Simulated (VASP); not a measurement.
H4C: single point with PBE+D3(BJ)

H4C:

```
CELL_PARAMETERS angstrom
7.68347 0.00000 0.00000
0.00000 7.68347 0.00000
0.00000 0.00000 7.68347
ATOMIC_POSITIONS crystal
C 0.70032 0.61902 0.00240
C 0.08122 0.54250 0.82105
C 0.39332 0.30748 0.09204
C 0.40048 0.87846 0.24795
C 0.54660 0.16928 0.63132
C 0.87022 0.81535 0.51248
C 0.91599 0.06704 0.00090
C 0.08278 0.28467 0.42730
H 0.72139 0.47857 0.99330
H 0.57224 0.64405 0.05852
H 0.70798 0.67620 0.87216
H 0.80026 0.67729 0.08556
H 0.05561 0.67803 0.85711
H 0.07689 0.46067 0.93742
H 0.20996 0.53185 0.76075
H 0.98176 0.49879 0.72897
H 0.44774 0.32757 0.22210
H 0.27753 0.22513 0.10124
H 0.49043 0.24447 0.00904
H 0.35810 0.43307 0.03537
H 0.33434 0.96294 0.34140
H 0.54038 0.90496 0.25137
H 0.35083 0.90491 0.11683
H 0.37713 0.74191 0.28178
H 0.59409 0.15804 0.49749
H 0.47887 0.29358 0.64821
H 0.65679 0.16234 0.72136
H 0.45632 0.06223 0.65857
H 0.94619 0.88486 0.61086
H 0.76438 0.74438 0.57629
H 0.95441 0.72313 0.44389
H 0.81567 0.90876 0.41991
H 0.96846 0.98579 0.10567
H 0.80768 0.99910 0.93808
H 0.01818 0.09337 0.90492
H 0.86969 0.19021 0.05539
H 0.15350 0.40140 0.46823
H 0.97479 0.26025 0.51707
H 0.17125 0.17332 0.42843
H 0.03242 0.30320 0.29543
```

| Item | Value |
| --- | --- |
| Program | VASP 6.6.1 |
| Task | single point |
| Functional | PBE |
| Dispersion | D3(BJ) |
| Potentials or basis | VASP PAW PBE potentials, release 64 (C, H) |
| Cutoff | 520 eV |
| k mesh | 1 × 1 × 1 |
| Occupations | fermi-dirac, width 0.05 eV |
| Spin | no spin polarisation |

| Quantity | Value |
| --- | --- |
| Pressure | 0.1 GPa |
| Largest force | 0.062 eV/Å |
| Band gap on the k mesh | 7.20 eV |
| Dispersion energy per atom | -0.029 eV |

Forces on the atoms (eV/Å):
```
C   -0.012 -0.005  0.026
C    0.007  0.033 -0.010
C   -0.019 -0.023 -0.031
C   -0.022 -0.040 -0.002
C    0.010 -0.001  0.004
C    0.003  0.019 -0.018
C    0.015 -0.027 -0.014
C   -0.046  0.040  0.007
H    0.004 -0.004 -0.009
H   -0.014  0.004 -0.006
H   -0.007  0.017 -0.015
H    0.015 -0.003  0.003
H    0.041 -0.017 -0.001
H   -0.006  0.002  0.013
H    0.012  0.011 -0.015
H    0.019  0.034  0.017
H    0.006  0.000  0.051
H    0.024  0.007 -0.009
H    0.004 -0.026 -0.012
H    0.011 -0.011  0.007
H   -0.032  0.005  0.024
H    0.005 -0.002  0.001
H   -0.006 -0.029  0.017
H   -0.003  0.005  0.020
H    0.004  0.002 -0.014
H   -0.009  0.019  0.009
H    0.014  0.009  0.005
H    0.006 -0.003  0.004
H    0.014  0.016  0.015
H   -0.032 -0.012 -0.014
H    0.023 -0.025 -0.020
H   -0.011  0.024 -0.028
H    0.012  0.003  0.001
H    0.005 -0.012 -0.001
H    0.005  0.004 -0.013
H   -0.010  0.022  0.015
H   -0.003 -0.012 -0.015
H   -0.027  0.009  0.007
H    0.025 -0.037 -0.001
H   -0.023  0.001  0.000
```

Stress tensor (GPa, compression positive):
```
 0.13 -0.10 -0.08
-0.10  0.12  0.07
-0.08  0.07  0.14
```

Levels at points of the mesh, in eV from the valence-band top:
| k point | band 30 | band 31 | band 32 | band 33 | band 34 | band 35 |
| --- | --- | --- | --- | --- | --- | --- |
| (0.00, 0.00, 0.00) | -0.15 | -0.12 | 0.00 | 7.20 | 9.17 | 9.38 |

It took 74 s on 1 thread of Intel(R) Xeon(R) Platinum 8488C (Sapphire Rapids), with other jobs on the host, peak memory 0.45 GiB.

Caveat: the k points lie up to 0.82 Å⁻¹ apart.
